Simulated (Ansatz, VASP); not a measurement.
**One calculation of LiCl, two programs**

The input INCAR:

```
PREC     = Accurate       # precision mode
ENCUT    = 520            # plane-wave cutoff, eV
EDIFF    = 1E-7           # SCF threshold, eV
ISMEAR   = -1             # smearing method
SIGMA    = 0.02           # smearing width, eV
LREAL    = F              # projectors in reciprocal space
LASPH    = T              # aspherical terms in the spheres
NELM     = 60             # most SCF steps
ALGO     = Normal         # electronic algorithm
ISIF     = 2              # what is computed and relaxed
LWAVE    = F              # write WAVECAR
LCHARG   = T              # write CHGCAR
GGA      = PE             # functional
LELF     = T              # ELF
LVHAR    = T            
NBANDS   = 12             # bands
```

File KPOINTS:

```
Automatic mesh
0
Gamma
  8 8 8
```

File POSCAR:

```
LiCl
1.0
    3.2711235760      0.0192996291      0.0000000000
    0.0192996291      3.2711235760      0.0000000000
    0.0000000000      0.0000000000      3.2711235760
Li Cl
1 1
Direct
    0.0000000000      0.0000000000      0.0000000000
    0.5000000000      0.5000000000      0.5000000000
```

Input for Ansatz:

```yaml
crystal:
  lattice:
    - [3.271123576, 0.0192996291, 0.0]
    - [0.0192996291, 3.271123576, 0.0]
    - [0.0, 0.0, 3.271123576]
  atoms:
    - { symbol: Li, position: [0.0, 0.0, 0.0] }
    - { symbol: Cl, position: [0.5, 0.5, 0.5] }
kpoints:
  mp_grid: { grid: [8, 8, 8] }
  band_path:
    path: [[0.0, 0.0, 0.0], [0.0, 0.5, 0.0], [0.5, 0.5, 0.0], [0.5, 0.5, 0.5]]
    npoints: 1
hamiltonian:
  xc: pbe
scf:
  occupations: { method: fermi_dirac, width: 0.02 }
  n_extra_bands: 4
output:
  forces: true
  stress: true
  eigenvalues: true
```

Change from the starting cell: shear_xy strain +1.2%.

Alike in both runs: task single point; functional PBE; k mesh 8 × 8 × 8; occupations fermi-dirac, width 0.02 eV; no spin polarisation.

```csv
,VASP,Ansatz
version,VASP 6.6.1,Ansatz 0.2.0
potentials or method,"VASP PAW PBE potentials, release 64 (Li_sv, Cl)","plane waves, PAW"
plane-wave cutoff (eV),520,420
valence electrons in the cell,10,10
```

|  | VASP | Ansatz | Ansatz less VASP |
| --- | --- | --- | --- |
| gap on the k mesh at the Fermi level (eV) | 4.43 | 4.42 | -0.014 |

The functional is the same, so the differences come from potentials, cutoffs and numerics.

Noted on VASP's run: the cutoff is under 1.25 times that of the potentials, so the pressure is a little rough.
